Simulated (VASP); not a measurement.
# Rh (P6_3/mmc) in VASP: further runs

Runs on Rh. Level: PBEsol. Tasks: relaxation of shape and atoms at fixed volume, single point.

All numbers are computed with VASP 6.6.1; they aren't measurements. Logs are shortened: lines on timing, memory, paths and dates and some standing lists are left out, and cuts for length are marked.

## 1. The cell of the first run

It takes space group P6_3/mmc (No. 194, hexagonal). The conventional cell has a = 2.777 Å, b = 2.777 Å, c = 4.463 Å, α = 90.00°, β = 90.00°, γ = 120.00°. Rh (site symmetry -6m2) has 12 Rh at 2.75 to 2.78 Å within 3.6 Å.

## 2. Relaxation of shape and atoms at fixed volume, PBEsol (volume scaled by 1.10)

File INCAR:

```
PREC = Accurate
ENCUT = 600
EDIFF = 1E-6
ISMEAR = 0
SIGMA = 0.1
LREAL = False
LASPH = True
NELM = 100
ALGO = Fast
ISIF = 4
LWAVE = False
LCHARG = False
GGA = PS
IBRION = 2
NSW = 50
EDIFFG = -0.01
```

File KPOINTS:

```
regular mesh
0
Gamma
  18 18 10
```

File POSCAR:

```
Rh
1.0
    2.7773615109      0.0000000000      0.0000000000
   -1.3886807554      2.4052656239      0.0000000000
    0.0000000000      0.0000000000      4.4628658038
Rh
2
Direct
    0.6666666667      0.3333333333      0.7500000000
    0.3333333333      0.6666666667      0.2500000000
```

Potentials or basis: VASP PAW PBE potentials, release 64 (Rh_pv).

Command:

```bash
cat potpaw_PBE.64/Rh_pv/POTCAR > POTCAR
mpirun -np 1 vasp_std > vasp.out
```

OUTCAR:

```text
PREC = Accurate
   ENCUT = 600
   EDIFF = 1E-6
   ISMEAR = 0
   LREAL = False
   LASPH = True
   NELM = 100
   ISIF = 4
   GGA = PS
   IBRION = 2
   NSW = 50
   EDIFFG = -0.01

 ion  position               nearest neighbor table
   1  0.667  0.333  0.750-   2 2.75   2 2.75   2 2.75   2 2.75   2 2.75   2 2.75
   2  0.333  0.667  0.250-   1 2.75   1 2.75   1 2.75   1 2.75   1 2.75   1 2.75

  LATTYP: Found a hexagonal cell.
 ALAT       =     2.7773615109
 C/A-ratio  =     1.6068724890

  Lattice vectors:

 A1 = (   2.7773615109,   0.0000000000,   0.0000000000)
 A2 = (  -1.3886807554,   2.4052656239,   0.0000000000)
 A3 = (   0.0000000000,   0.0000000000,   4.4628658038)

Analysis of symmetry for initial positions (statically):
=====================================================================
 Subroutine PRICEL returns:
 Original cell was already a primitive cell.

 Routine SETGRP: Setting up the symmetry group for a
 hexagonal supercell.

 Subroutine GETGRP returns: Found 24 space group operations
 (whereof 12 operations were pure point group operations)
 out of a pool of 24 trial point group operations.

The static configuration has the point symmetry D_3d.
 The point group associated with its full space group is D_6h.

Analysis of symmetry for dynamics (positions and initial velocities):
=====================================================================
 Subroutine PRICEL returns:
 Original cell was already a primitive cell.

 Routine SETGRP: Setting up the symmetry group for a
 hexagonal supercell.

 Subroutine GETGRP returns: Found 24 space group operations
 (whereof 12 operations were pure point group operations)
 out of a pool of 24 trial point group operations.

The dynamic configuration has the point symmetry D_3d.
 The point group associated with its full space group is D_6h.

 Subroutine INISYM returns: Found 24 space group operations
 (whereof 12 operations are pure point group operations),
 and found     1 'primitive' translations

----------------------------------------------------------------------------------------

                                     Primitive cell

  volume of cell :      29.8132

  direct lattice vectors                    reciprocal lattice vectors
     2.777361511  0.000000000  0.000000000     0.360053956  0.207877249  0.000000000
    -1.388680755  2.405265624  0.000000000     0.000000000  0.415754497  0.000000000
     0.000000000  0.000000000  4.462865804     0.000000000  0.000000000  0.224071268

  length of vectors
     2.777361511  2.777361511  4.462865804     0.415754497  0.415754497  0.224071268

  position of ions in fractional coordinates (direct lattice)
     0.666666667  0.333333333  0.750000000
     0.333333333  0.666666667  0.250000000

  ion indices of the primitive-cell ions
   primitive index   ion index
                 1           1
                 2           2

----------------------------------------------------------------------------------------

 KPOINTS: regular mesh

Automatic generation of k-mesh.
 Grid dimensions read from file:
 generate k-points for:   18   18   10

 Generating k-lattice:

  Cartesian coordinates                     Fractional coordinates (reciprocal lattice)
     0.020002998  0.011548736  0.000000000     0.055555556  0.000000000  0.000000000
     0.000000000  0.023097472  0.000000000     0.000000000  0.055555556  0.000000000
[... 54 lines left out ...]
   LSORBIT =      F    spin-orbit coupling
   LASPH  =      T    aspherical Exc in radial PAW
   ENCUT  =  600.0 eV  44.10 Ry    6.64 a.u.   5.55  5.55  8.91*2*pi/ulx,y,z
   NELM   =    100;   NELMIN=  2; NELMDL= -5     # of ELM steps
   EDIFF  = 0.1E-05   stopping-criterion for ELM
   LREAL  =      F    real-space projection
   EDIFFG = -.1E-01   stopping-criterion for IOM
   NSW    =     50    number of steps for IOM
   IBRION =      2    ionic relax: 0-MD 1-quasi-New 2-CG
   NFREE  =      1    steps in history (QN), initial steepest desc. (CG)
   ISIF   =      4    stress and relaxation
   ISYM   =      2    0-nonsym 1-usesym 2-fastsym
   POTIM  = 0.5000    time-step for ionic-motion
   TEBEG  =    0.0;   TEEND  =   0.0 temperature during run
   PSTRESS=    0.0 pullay stress
   NELECT =      30.0000    total number of electrons
   NUPDOWN=      -1.0000    fix difference up-down
   EMIN   =  10.00;   EMAX   =-10.00  energy-range for DOS
   EFERMI =   0.00;   METHOD = LEGACY
   ISMEAR =     0;   SIGMA  =   0.10  broadening in eV -4-tet -1-fermi 0-gaus
   EFERMI_NEDOS =   21; number of points for ismear=-14 and -15
   IALGO  =     68    algorithm
   IMIX   =      4    mixing-type and parameters
     AMIX     =   0.40;   BMIX     =  1.00
     AMIX_MAG =   1.60;   BMIX_MAG =  1.00
  volume/ion in A,a.u.               =      14.91       100.59
  Fermi-wavevector in a.u.,A,eV,Ry     =   1.640510  3.100114 36.616983  2.691272
  Thomas-Fermi vector in A             =   2.731136
   LORBIT       =      0    0 simple, 1 ext, 2 COOP (PROOUT), +10 PAW based schemes
   GGA     = PS    functional components
   LHFCALC =     F    Hartree Fock is set to
   AEXX    =    0.0000 exact exchange contribution
   IVDW    =     0    specifies the selected vdW correction
   LEPSILON=     F    determine dielectric tensor
   LRPA    =     F    only Hartree local field effects (RPA)
 conjugate gradient relaxation of ions
 non-spin polarized calculation
 RMM-DIIS sequential band-by-band and
 Gauss-broadening in eV      SIGMA  =   0.10
  energy-cutoff  :      600.00
  volume of cell :       29.81
 maximum number of plane-waves:      1026
 NGX is ok and might be reduce to    24
   NGX = 11   NGY = 11   NGZ = 17

--------------------------------------- Ionic step        1  -------------------------------------------

 number of electron      30.0000002 magnetization

 Free energy of the ion-electron system (eV)
  ---------------------------------------------------
  ext. energy  EPLUGINS =         0.00000000
  ---------------------------------------------------
  free energy    TOTEN  =       -16.00249400 eV

  energy without entropy =      -15.98432341  energy(sigma->0) =      -15.99340870

------------------------ aborting loop because EDIFF is reached ----------------------------------------

  FORCE on cell =-STRESS in cart. coord.  units (eV):
  Direction    XX          YY          ZZ          XY          YZ          ZX
  --------------------------------------------------------------------------------------
  -------------------------------------------------------------------------------------
  Total       -4.0675552     -4.0675552     -4.1173806     -0.0000000     -0.0000000      0.0000000
  in kB     -218.5922449   -218.5922449   -221.2698835     -0.0000000     -0.0000000      0.0000000
  external PRESSURE =    -219.4847911 kB  Pullay stress =       0.0000000 kB

 VOLUME and BASIS-vectors are now :
 -----------------------------------------------------------------------------
  energy-cutoff  :      600.00
  volume of cell :       29.81
      direct lattice vectors                 reciprocal lattice vectors
     2.777361511  0.000000000  0.000000000     0.360053956  0.207877249  0.000000000
    -1.388680755  2.405265624  0.000000000     0.000000000  0.415754497  0.000000000
     0.000000000  0.000000000  4.462865804     0.000000000  0.000000000  0.224071268

 POSITION                                       TOTAL-FORCE (eV/Angst)
 -----------------------------------------------------------------------------------
      1.38868      0.80176      3.34715        -0.000000      0.000000      0.000000
     -0.00000      1.60351      1.11572         0.000000     -0.000000      0.000000
 -----------------------------------------------------------------------------------
    total drift:                               -0.000000      0.000000     -0.000000

  FREE ENERGIE OF THE ION-ELECTRON SYSTEM (eV)
  ---------------------------------------------------
  free  energy   TOTEN  =       -16.0024940037 eV

  energy  without entropy=      -15.9843234056  energy(sigma->0) =      -15.99340870

--------------------------------------- Ionic step        2  -------------------------------------------

 number of electron      30.0000002 magnetization

 Free energy of the ion-electron system (eV)
  ---------------------------------------------------
  ext. energy  EPLUGINS =         0.00000000
  ---------------------------------------------------
  free energy    TOTEN  =       -16.00251578 eV

  energy without entropy =      -15.98440275  energy(sigma->0) =      -15.99345926

 E-fermi :  10.4208     XC(G=0): -13.7017

 val. band max:       10.4179985075   @ k =   0.3333   0.0556   0.2000
 cond. band min:      10.4219903415   @ k =   0.0000   0.0000   0.3000
 fundamental gap:      0.0039918341
 Fermi energy:        10.4207731461

 k-point     1 :       0.0000    0.0000    0.0000
  band No.  band energies     occupation
      1     -36.4471      2.00000
      2     -35.9329      2.00000
      3     -35.9329      2.00000
      4     -35.8679      2.00000
      5     -35.8468      2.00000
      6     -35.8468      2.00000
[... 505 lines left out ...]
      6     -35.9457      2.00000
[... 11 lines left out ...]
     18      16.2981      0.00000
     19      20.1280      0.00000

 [... further k-points ...]

------------------------ aborting loop because EDIFF is reached ----------------------------------------

  FORCE on cell =-STRESS in cart. coord.  units (eV):
  Direction    XX          YY          ZZ          XY          YZ          ZX
  --------------------------------------------------------------------------------------
  -------------------------------------------------------------------------------------
  Total       -4.0758989     -4.0758989     -4.0978345     -0.0000000      0.0000000      0.0000000
  in kB     -219.0406400   -219.0406400   -220.2194706     -0.0000000      0.0000000      0.0000000
  external PRESSURE =    -219.4335835 kB  Pullay stress =       0.0000000 kB

 VOLUME and BASIS-vectors are now :
 -----------------------------------------------------------------------------
  energy-cutoff  :      600.00
  volume of cell :       29.81
      direct lattice vectors                 reciprocal lattice vectors
     2.778474618 -0.000000000  0.000000000     0.359909712  0.207793969  0.000000000
    -1.389237309  2.406229603 -0.000000000     0.000000000  0.415587938  0.000000000
     0.000000000 -0.000000000  4.459290710    -0.000000000 -0.000000000  0.224250910

 POSITION                                       TOTAL-FORCE (eV/Angst)
 -----------------------------------------------------------------------------------
      1.38924      0.80208      3.34447         0.000000      0.000000      0.000000
     -0.00000      1.60415      1.11482        -0.000000     -0.000000     -0.000000
 -----------------------------------------------------------------------------------
    total drift:                               -0.000000      0.000000     -0.000000

  FREE ENERGIE OF THE ION-ELECTRON SYSTEM (eV)
  ---------------------------------------------------
  free  energy   TOTEN  =       -16.0025157780 eV

  energy  without entropy=      -15.9844027485  energy(sigma->0) =      -15.99345926

 reached required accuracy - stopping structural energy minimisation
```

Wall time 2.1 min (1 thread of Intel Xeon Platinum 8259CL at 2.50GHz (Skylake/Cascade Lake), shared host); peak memory 0.25 GiB.

Results:

| Property | Result |
| --- | --- |
| Free energy | -16.0025 eV |
| Energy gained by relaxing | 0.0 meV/atom |
| Ionic steps | 2 |
| Pressure after relaxing | -21.9 GPa |
| Band gap on the k mesh | zero (band 15 reaches 10.98 eV, above the bottom of band 16 at 8.84 eV) |

Final structure:
```
CELL_PARAMETERS angstrom
2.77847 0.00000 0.00000
-1.38924 2.40623 0.00000
0.00000 0.00000 4.45929
ATOMIC_POSITIONS crystal
Rh 0.66667 0.33333 0.75000
Rh 0.33333 0.66667 0.25000
```

Caveat: the PAW data sets were made with another functional, which shifts forces and pressure a little.

## 3. Single point, PBEsol (volume scaled by 0.98, then relaxed in part)

File INCAR:

```
PREC = Accurate
ENCUT = 520
EDIFF = 1E-7
ISMEAR = -1
SIGMA = 0.15
LREAL = F
LASPH = T
NELM = 80
ALGO = Fast
ISIF = 2
LWAVE = F
LCHARG = F
GGA = PS
NBANDS = 22
```

KPOINTS is that of step 2.

File POSCAR:

```
Rh
1.0
    2.6728259359      0.0000000000      0.0000000000
   -1.3364129679      2.3147351604      0.0000000000
    0.0000000000      0.0000000000      4.3094101867
Rh
2
Direct
    0.6666666667      0.3333333333      0.7500000000
    0.3333333333      0.6666666667      0.2500000000
```

Potentials or basis: VASP PAW PBE potentials, release 64 (Rh_pv).

Command:

```bash
cat potpaw_PBE.64/Rh_pv/POTCAR > POTCAR
mpirun -np 1 vasp_std > vasp.out
```

Run time: 55 s. Hardware: 1 thread of Intel Xeon 6975P-C (Granite Rapids), shared host; peak memory 0.21 GiB.

The run converged. Its results:

```yaml
Free_energy: -16.3037 eV
Pressure: 6.0 GPa
Band_gap_on_the_k_mesh: zero (band 15 reaches 13.13 eV, above the bottom of band 16 at 10.55 eV)
```

Levels at points of the mesh, in eV from the Fermi level:
| k point | band 12 | band 13 | band 14 | band 15 | band 16 | band 17 | band 18 | band 19 |
| --- | --- | --- | --- | --- | --- | --- | --- | --- |
| (0.00, 0.00, 0.00) | -2.63 | -2.63 | -2.02 | -2.02 | 0.17 | 0.17 | 0.66 | 8.95 |
| (0.50, 0.00, 0.00) | -2.33 | -2.30 | 0.46 | 0.71 | 0.79 | 3.12 | 5.28 | 10.53 |
| (0.00, 0.00, 0.50) | -3.31 | -3.31 | -3.31 | -0.43 | -0.43 | -0.43 | -0.43 | 14.94 |
| (0.50, 0.00, 0.50) | -1.76 | -0.34 | -0.34 | 0.66 | 0.66 | 2.69 | 2.69 | 9.61 |

Caveat: the PAW data sets were made with another functional, which shifts forces and pressure a little.

(Continued in part 2 of 3.)
